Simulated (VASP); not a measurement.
# Pt (P6_3/mmc) in VASP: settings compared

Pt is run at these levels: LDA, r2SCAN+D4; tasks: single point.

All numbers are computed with VASP 6.6.1; they aren't measurements. Logs are shortened: lines on timing, memory, paths and dates and some standing lists are left out, and cuts for length are marked.

### Step 1. The cell of the first run

Symmetry: P6_3/mmc, No. 194, hexagonal system. Conventional cell: a = 2.713 Å, b = 2.713 Å, c = 4.666 Å, α = 90.00°, β = 90.00°, γ = 120.00°. Within 3.6 Å of Pt (site symmetry -6m2) lie 12 Pt at 2.71 to 2.81 Å.

This isn't the form of Pt at room conditions, which is fcc.

### Step 2. Single point, LDA

The input, INCAR:

```
ALGO = Normal
EDIFF = 1E-7
ENCUT = 520
ISIF = 2
ISMEAR = -1
LASPH = T
LCHARG = F
LREAL = F
LWAVE = F
NBANDS = 17
NELM = 100
PREC = Accurate
SIGMA = 0.1
```

The input, KPOINTS:

```
k-points
0
Gamma
  12 12 6
```

The input, POSCAR:

```
Pt
1.0
    2.7134118305      0.0000000000      0.0000000000
   -1.3567059152      2.3498835761      0.0000000000
    0.0000000000      0.0000000000      4.6656110250
Pt
2
Direct
    0.6666666667      0.3333333333      0.7500000000
    0.3333333333      0.6666666667      0.2500000000
```

Potentials or basis: VASP PAW LDA potentials, release 64 (Pt).

Started as:

```
> cat potpaw_LDA.64/Pt/POTCAR > POTCAR
> mpirun -np 1 vasp_std > vasp.out
```

OUTCAR:

```text
EDIFF = 1E-7
   ENCUT = 520
   ISIF = 2
   ISMEAR = -1
   LASPH = T
   LREAL = F
   NELM = 100
   PREC = Accurate

 ion  position               nearest neighbor table
   1  0.667  0.333  0.750-   2 2.81   2 2.81   2 2.81   2 2.81   2 2.81   2 2.81
   2  0.333  0.667  0.250-   1 2.81   1 2.81   1 2.81   1 2.81   1 2.81   1 2.81

  LATTYP: Found a hexagonal cell.
 ALAT       =     2.7134118305
 C/A-ratio  =     1.7194629184

  Lattice vectors:

 A1 = (   2.7134118305,   0.0000000000,   0.0000000000)
 A2 = (  -1.3567059152,   2.3498835761,   0.0000000000)
 A3 = (   0.0000000000,   0.0000000000,   4.6656110250)

Analysis of symmetry for initial positions (statically):
=====================================================================
 Subroutine PRICEL returns:
 Original cell was already a primitive cell.

 Routine SETGRP: Setting up the symmetry group for a
 hexagonal supercell.

 Subroutine GETGRP returns: Found 24 space group operations
 (whereof 12 operations were pure point group operations)
 out of a pool of 24 trial point group operations.

The static configuration has the point symmetry D_3d.
 The point group associated with its full space group is D_6h.

Analysis of symmetry for dynamics (positions and initial velocities):
=====================================================================
 Subroutine PRICEL returns:
 Original cell was already a primitive cell.

 Routine SETGRP: Setting up the symmetry group for a
 hexagonal supercell.

 Subroutine GETGRP returns: Found 24 space group operations
 (whereof 12 operations were pure point group operations)
 out of a pool of 24 trial point group operations.

The dynamic configuration has the point symmetry D_3d.
 The point group associated with its full space group is D_6h.

 Subroutine INISYM returns: Found 24 space group operations
 (whereof 12 operations are pure point group operations),
 and found     1 'primitive' translations

----------------------------------------------------------------------------------------

                                     Primitive cell

  volume of cell :      29.7489

  direct lattice vectors                    reciprocal lattice vectors
     2.713411831  0.000000000  0.000000000     0.368539707  0.212776499  0.000000000
    -1.356705915  2.349883576  0.000000000     0.000000000  0.425552998  0.000000000
     0.000000000  0.000000000  4.665611025     0.000000000  0.000000000  0.214334199

  length of vectors
     2.713411831  2.713411830  4.665611025     0.425552998  0.425552998  0.214334199

  position of ions in fractional coordinates (direct lattice)
     0.666666667  0.333333333  0.750000000
     0.333333333  0.666666667  0.250000000

  ion indices of the primitive-cell ions
   primitive index   ion index
                 1           1
                 2           2

----------------------------------------------------------------------------------------

 KPOINTS: k-points

Automatic generation of k-mesh.
 Grid dimensions read from file:
 generate k-points for:   12   12    6

 Generating k-lattice:

  Cartesian coordinates                     Fractional coordinates (reciprocal lattice)
     0.030711642  0.017731375  0.000000000     0.083333333  0.000000000  0.000000000
     0.000000000  0.035462750  0.000000000     0.000000000  0.083333333  0.000000000
     0.000000000  0.000000000  0.035722366     0.000000000  0.000000000  0.166666667

  Length of vectors
     0.035462750  0.035462750  0.035722366

  Shift w.r.t. Gamma in fractional coordinates (k-lattice)
     0.000000000  0.000000000  0.000000000

 Subroutine IBZKPT returns following result:
 ===========================================

 Found     76 irreducible k-points:

 Following reciprocal coordinates:
            Coordinates               Weight
  0.000000  0.000000  0.000000      1.000000
  0.083333 -0.000000  0.000000      6.000000
  0.166667  0.000000  0.000000      6.000000
  0.250000  0.000000  0.000000      6.000000
  0.333333  0.000000  0.000000      6.000000
  0.416667 -0.000000  0.000000      6.000000
[... 16 lines left out ...]
  0.250000  0.000000  0.166667     12.000000
  0.333333  0.000000  0.166667     12.000000
 [... further k-points ...]
   k-points           NKPTS =     76   k-points in BZ     NKDIM =     76   number of bands    NBANDS=     17
   number of dos      NEDOS =    301   number of ions     NIONS =      2
   total plane-waves  NPLWV =  14400
   dimension x,y,z NGX =    20 NGY =   20 NGZ =   36
   dimension x,y,z NGXF=    40 NGYF=   40 NGZF=   72
   ions per type =               2
   NGX,Y,Z   is equivalent  to a cutoff of  12.25, 12.25, 12.83 a.u.
   NGXF,Y,Z  is equivalent  to a cutoff of  24.51, 24.51, 25.66 a.u.
 SYSTEM =  unknown system
   PREC   = accura    normal or accurate (medium, high low for compatibility)
   ISTART =      0    job   : 0-new  1-cont  2-samecut
   ICHARG =      2    charge: 1-file 2-atom 10-const
   ISPIN  =      1    spin polarized calculation?
   LNONCOLLINEAR =      F non collinear calculations
   LSORBIT =      F    spin-orbit coupling
   LASPH  =      T    aspherical Exc in radial PAW
   ENCUT  =  520.0 eV  38.22 Ry    6.18 a.u.   5.05  5.05  8.67*2*pi/ulx,y,z
   NELM   =    100;   NELMIN=  2; NELMDL= -5     # of ELM steps
   EDIFF  = 0.1E-06   stopping-criterion for ELM
   LREAL  =      F    real-space projection
   EDIFFG = 0.1E-05   stopping-criterion for IOM
   NSW    =      0    number of steps for IOM
   IBRION =     -1    ionic relax: 0-MD 1-quasi-New 2-CG
   NFREE  =      0    steps in history (QN), initial steepest desc. (CG)
   ISIF   =      2    stress and relaxation
   ISYM   =      2    0-nonsym 1-usesym 2-fastsym
   POTIM  = 0.5000    time-step for ionic-motion
   TEBEG  =    0.0;   TEEND  =   0.0 temperature during run
   PSTRESS=    0.0 pullay stress
   NELECT =      20.0000    total number of electrons
   NUPDOWN=      -1.0000    fix difference up-down
   EMIN   =  10.00;   EMAX   =-10.00  energy-range for DOS
   EFERMI =   0.00;   METHOD = LEGACY
   ISMEAR =    -1;   SIGMA  =   0.10  broadening in eV -4-tet -1-fermi 0-gaus
   EFERMI_NEDOS =   21; number of points for ismear=-14 and -15
   IALGO  =     38    algorithm
   IMIX   =      4    mixing-type and parameters
     AMIX     =   0.40;   BMIX     =  1.00
     AMIX_MAG =   1.60;   BMIX_MAG =  1.00
  volume/ion in A,a.u.               =      14.87       100.38
  Fermi-wavevector in a.u.,A,eV,Ry     =   1.434150  2.710151 27.984283  2.056787
  Thomas-Fermi vector in A             =   2.553590
   LORBIT       =      0    0 simple, 1 ext, 2 COOP (PROOUT), +10 PAW based schemes
   GGA     = CA    functional components
   LHFCALC =     F    Hartree Fock is set to
   AEXX    =    0.0000 exact exchange contribution
   IVDW    =     0    specifies the selected vdW correction
   LEPSILON=     F    determine dielectric tensor
   LRPA    =     F    only Hartree local field effects (RPA)
 non-spin polarized calculation
  energy-cutoff  :      520.00
  volume of cell :       29.75
 maximum number of plane-waves:       825
   NGX = 11   NGY = 11   NGZ = 17

 number of electron      20.0000001 magnetization

 Free energy of the ion-electron system (eV)
  ---------------------------------------------------
  ext. energy  EPLUGINS =         0.00000000
  ---------------------------------------------------
  free energy    TOTEN  =       -14.93682761 eV

  energy without entropy =      -14.82111710  energy(sigma->0) =      -14.87897235

 E-fermi :  11.3921     XC(G=0): -13.7637

 val. band max:       11.3899416987   @ k =   0.2500   0.0000   0.0000
 cond. band min:      11.3947804022   @ k =   0.4167   0.0833   0.5000
 fundamental gap:      0.0048387035
 Fermi energy:        11.3920788021

 k-point     1 :       0.0000    0.0000    0.0000
  band No.  band energies     occupation
      1       1.0056      2.00000
      2       3.7257      2.00000
      3       7.0869      2.00000
      4       7.6084      2.00000
      5       7.6084      2.00000
      6       8.0318      2.00000
[... 9 lines left out ...]
     16      28.6634      0.00000
     17      32.8759      0.00000

 k-point     2 :       0.0833   -0.0000    0.0000
  band No.  band energies     occupation
      1       1.2695      2.00000
      2       3.9672      2.00000
      3       7.0291      2.00000
      4       7.6248      2.00000
      5       7.8166      2.00000
      6       7.9048      2.00000
[... 9 lines left out ...]
     16      29.0344      0.00000
     17      31.5120      0.00000

 k-point     3 :       0.1667    0.0000    0.0000
  band No.  band energies     occupation
      1       2.0118      2.00000
      2       4.5722      2.00000
      3       6.7799      2.00000
      4       7.4780      2.00000
      5       7.6993      2.00000
      6       8.0681      2.00000
[... 9 lines left out ...]
     16      29.1987      0.00000
     17      29.6994      0.00000

 k-point     4 :       0.2500    0.0000    0.0000
  band No.  band energies     occupation
      1       3.0484      2.00000
      2       4.9909      2.00000
      3       6.6057      2.00000
      4       6.8399      2.00000
      5       7.2072      2.00000
      6       8.4890      2.00000
[... 9 lines left out ...]
     16      27.5668      0.00000
     17      30.0517      0.00000
[... 343 lines left out ...]
      1       2.2452      2.00000
      2       4.5820      2.00000
      3       6.8376      2.00000
      4       7.1310      2.00000
      5       7.4004      2.00000
      6       8.1162      2.00000
[... 9 lines left out ...]
     16      28.9499      0.00000
     17      29.8848      0.00000

 k-point    23 :       0.2500    0.0000    0.1667
  band No.  band energies     occupation
      1       3.2213      2.00000
      2       5.0429      2.00000
      3       6.3837      2.00000
      4       6.9096      2.00000
      5       7.0551      2.00000
      6       8.2760      2.00000
[... 9 lines left out ...]
     16      27.9594      0.00000
     17      29.0151      0.00000

 k-point    24 :       0.3333    0.0000    0.1667
  band No.  band energies     occupation
      1       3.9765      2.00000
      2       4.8601      2.00000
      3       5.8783      2.00000
      4       6.6568      2.00000
      5       7.7766      2.00000
      6       8.3063      2.00000
[... 9 lines left out ...]
     16      26.0730      0.00000
     17      27.4308      0.00000

 [... further k-points ...]

------------------------ aborting loop because EDIFF is reached ----------------------------------------

  FORCE on cell =-STRESS in cart. coord.  units (eV):
  Direction    XX          YY          ZZ          XY          YZ          ZX
  --------------------------------------------------------------------------------------
  -------------------------------------------------------------------------------------
  Total        0.1754097      0.1754097      0.0787750      0.0000000      0.0000000      0.0000000
  in kB        9.4469942      9.4469942      4.2425626      0.0000000      0.0000000      0.0000000
  external PRESSURE =       7.7121837 kB  Pullay stress =       0.0000000 kB

 VOLUME and BASIS-vectors are now :
 -----------------------------------------------------------------------------
  energy-cutoff  :      520.00
  volume of cell :       29.75
      direct lattice vectors                 reciprocal lattice vectors
     2.713411831  0.000000000  0.000000000     0.368539707  0.212776499  0.000000000
    -1.356705915  2.349883576  0.000000000     0.000000000  0.425552998  0.000000000
     0.000000000  0.000000000  4.665611025     0.000000000  0.000000000  0.214334199

 POSITION                                       TOTAL-FORCE (eV/Angst)
 -----------------------------------------------------------------------------------
      1.35671      0.78329      3.49921         0.000000      0.000000      0.000000
     -0.00000      1.56659      1.16640        -0.000000      0.000000      0.000000
 -----------------------------------------------------------------------------------
    total drift:                               -0.000000      0.000000     -0.000000

  FREE ENERGIE OF THE ION-ELECTRON SYSTEM (eV)
  ---------------------------------------------------
  free  energy   TOTEN  =       -14.9368276066 eV

  energy  without entropy=      -14.8211170994  energy(sigma->0) =      -14.87897235
```

It took 16 s on 1 thread of Intel Xeon 6975P-C (Granite Rapids), shared host; peak memory 0.15 GiB.

Results:

```yaml
Free_energy: -14.9368 eV
Pressure: 0.8 GPa
Band_gap_on_the_k_mesh: zero (bands 10 and 11 overlap by 1.42 eV)
```

Caveat: spin-orbit coupling is left out, which moves the levels of the heavy elements.

### Step 3. Single point, r2SCAN+D4

This run uses another cell than the first one, of 15.30 Å³/atom.

The input, POSCAR:

```
Pt
1.0
    2.7329657919      0.0000000000      0.0000000000
   -1.3664828959      2.3668178034      0.0000000000
    0.0000000000      0.0000000000      4.7316208389
Pt
2
Direct
    0.6666666667      0.3333333333      0.7500000000
    0.3333333333      0.6666666667      0.2500000000
```

The input, INCAR.step1:

```
SYSTEM = Pt
PREC = Accurate ; ENCUT = 520
ISMEAR = -1 ; SIGMA = 0.1
LREAL = .FALSE. ; LASPH = .TRUE.
NELM = 80 ; NBANDS = 17
GGA = PE ; ALGO = Normal
EDIFF = 1E-4 ; LWAVE = .TRUE.
LCHARG = .FALSE.
```

The input, INCAR.step2:

```
SYSTEM = Pt
PREC = Accurate ; ENCUT = 520
EDIFF = 1E-6 ; ISMEAR = -1
SIGMA = 0.1 ; LREAL = .FALSE.
LASPH = .TRUE. ; NELM = 80
ALGO = Normal ; ISIF = 2
LWAVE = .FALSE. ; LCHARG = .FALSE.
METAGGA = R2SCAN ; LMIXTAU = .TRUE.
IVDW = 13 ; VDW_S6 = 1.0
VDW_S8 = 0.6018749 ; VDW_A1 = 0.51559235
VDW_A2 = 5.77342911 ; NBANDS = 17
ISTART = 1
```

The input, KPOINTS:

```
Automatic mesh
0
G
  12 12 6
  0 0 0
```

Potentials or basis: VASP PAW PBE potentials, release 64 (Pt).

Started as:

```
> cat potpaw_PBE.64/Pt/POTCAR > POTCAR
> cp INCAR.step1 INCAR
> mpirun -np 1 vasp_std > vasp.out
> cp INCAR.step2 INCAR
> mpirun -np 1 vasp_std > vasp.out
```

Wall time 67 s (1 thread of Intel Xeon 6975P-C (Granite Rapids), shared host); peak memory 0.16 GiB.

It converged, with:

```yaml
Free_energy: -103.4329 eV
Pressure: 0.7 GPa
Band_gap_on_the_k_mesh: zero (bands 10 and 11 overlap by 1.46 eV)
Dispersion_energy_per_atom: -0.252 eV
```

Stress tensor (GPa, compression positive):
```
0.77 0.00 0.00
0.00 0.77 0.00
0.00 0.00 0.46
```

Levels at points of the mesh, in eV from the Fermi level:
```tsv
k point	band 8	band 9	band 10	band 11	band 12	band 13
(0.00, 0.00, 0.00)	-2.03	-2.03	-0.66	-0.29	-0.29	5.18
(0.50, 0.00, 0.00)	-0.04	0.32	0.54	2.50	4.07	7.86
(0.00, 0.00, 0.50)	-3.72	-0.91	-0.91	-0.91	-0.91	12.85
(0.50, 0.00, 0.50)	-0.89	0.45	0.45	1.85	1.85	7.06
```

Caveat: the PAW data sets were made with another functional, which shifts forces and pressure a little; spin-orbit coupling is left out, which moves the levels of the heavy elements.
